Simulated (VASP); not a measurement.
Set up this calculation in VASP 6.6.1, as the native input.

| Item | Value |
| --- | --- |
| Task | relaxation of cell and atoms |
| Functional | PBE |
| Potentials or basis | VASP PAW PBE potentials, release 64 (Hf_pv, B) |
| Cutoff | 600 eV |
| k mesh | 18 × 18 × 12 |
| Occupations | gaussian, width 0.1 eV |
| Spin | no spin polarisation |
| Dipole correction | no |
| Further INCAR settings | ALGO = Normal; EDIFF = 1e-07; IBRION = 2; EDIFFG = -0.005; NSW = 100; ISIF = 3 |

The structure of HfB2 lies in POSCAR:

```
HfB2
1.0
    3.1326790839      0.0000000000      0.0000000000
   -1.5663395419      2.7129796685      0.0000000000
    0.0000000000      0.0000000000      3.4792139900
Hf B
1 2
Direct
    0.0000000000      0.0000000000      0.0000000000
    0.3333333300      0.6666666700      0.5000000000
    0.6666666700      0.3333333300      0.5000000000
```

The input as run:

INCAR

```
PREC = Accurate
ENCUT = 600
EDIFF = 1E-7
ISMEAR = 0
SIGMA = 0.1
LREAL = False
LASPH = True
NELM = 80
ALGO = Normal
ISIF = 3
LWAVE = False
LCHARG = False
GGA = PE
IBRION = 2
NSW = 100
EDIFFG = -0.005
```

KPOINTS

```
Automatic mesh
0
Gamma
  18 18 12
```

Potentials or basis: VASP PAW PBE potentials, release 64 (Hf_pv, B).

The run is started by

```console
$ cat potpaw_PBE.64/Hf_pv/POTCAR potpaw_PBE.64/B/POTCAR > POTCAR
$ mpirun -np 1 vasp_std > vasp.out
```

Results of the run:

```
Relaxed volume                         : 9.94 Å³/atom
Relaxed cell                           : a = 3.143 Å, b = 3.143 Å, c = 3.486 Å, α = 90.00°, β = 90.00°, γ = 120.00°
Space group after relaxing (to 0.05 Å) : P6/mmm (No. 191)
Energy gained by relaxing              : 0.6 meV/atom
Ionic steps                            : 5
Pressure after relaxing                : 0.0 GPa
Band gap on the k mesh                 : zero (band 8 reaches 8.44 eV, above the bottom of band 9 at 7.09 eV)
```

Caveat: spin-orbit coupling is left out, which moves the levels of the heavy elements.

Run time: 120 s on 1 thread of Intel(R) Xeon(R) 6975P-C (Granite Rapids) (shared host), peak memory 0.27 GiB.
